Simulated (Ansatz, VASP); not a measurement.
Si2Mo: VASP beside Ansatz

The input INCAR:

```
  ALGO = Normal
  EDIFF = 1E-6
  ENCUT = 520
  GGA = PE
  ISIF = 2
  ISMEAR = -1
  LASPH = T
  LCHARG = T
  LELF = T
  LREAL = F
  LVHAR = T
  LWAVE = F
  NBANDS = 18
  NELM = 100
  PREC = Accurate
  SIGMA = 0.1
```

The input KPOINTS:

```
k-points
0
Gamma
  15 15 15
```

Contents of POSCAR:

```
Si2Mo
1.0
   -1.6000000000      1.6000000000      3.9305000000
    1.6000000000     -1.6000000000      3.9305000000
    1.6000000000      1.6000000000     -3.9305000000
Si Mo
2 1
Direct
    0.3330000000      0.3330000000      0.0000000000
    0.6670000000      0.6670000000      0.0000000000
    0.0000000000      0.0000000000      0.0000000000
```

Input for Ansatz:

```yaml
crystal:
  lattice:
    - [-1.6, 1.6, 3.9305]
    - [1.6, -1.6, 3.9305]
    - [1.6, 1.6, -3.9305]
  atoms:
    - { symbol: Si, position: [0.333, 0.333, 0.0] }
    - { symbol: Si, position: [0.667, 0.667, 0.0] }
    - { symbol: Mo, position: [0.0, 0.0, 0.0] }
kpoints:
  mp_grid:
    grid: [15, 15, 15]
hamiltonian:
  xc: pbe
  pseudopotentials:
    kind: all_electron
    lapw: {}
scf:
  occupations:
    method: fermi_dirac
    width: 0.1
output:
  forces: true
  stress: true
  eigenvalues: true
```

Alike in both runs: task single point; functional PBE; k mesh 15 × 15 × 15; occupations fermi-dirac, width 0.1 eV; no spin polarisation.

|  | VASP | Ansatz |
| --- | --- | --- |
| version | VASP 6.6.1 | Ansatz 0.2.0 |
| potentials or method | VASP PAW PBE potentials, release 64 (Si, Mo_sv), cutoff 520 eV | all-electron (LAPW or listed datasets) |

```csv
,VASP,Ansatz,Ansatz less VASP
gap on the k mesh at the Fermi level (eV),none,none,-
pressure (GPa),2.4,2.3,-0.14
"traceless stress, the component that is largest in VASP (GPa)",-0.74,-0.73,+0.012
rms of the force components (eV/Å),0.128,0.130,+0.0020
```

Atom by atom the forces differ by 0.002 eV/Å (rms over components). A gap of «none» marks a metal or a gap that the smearing closes. Ansatz ran all-electron here, and VASP with PAW potentials.
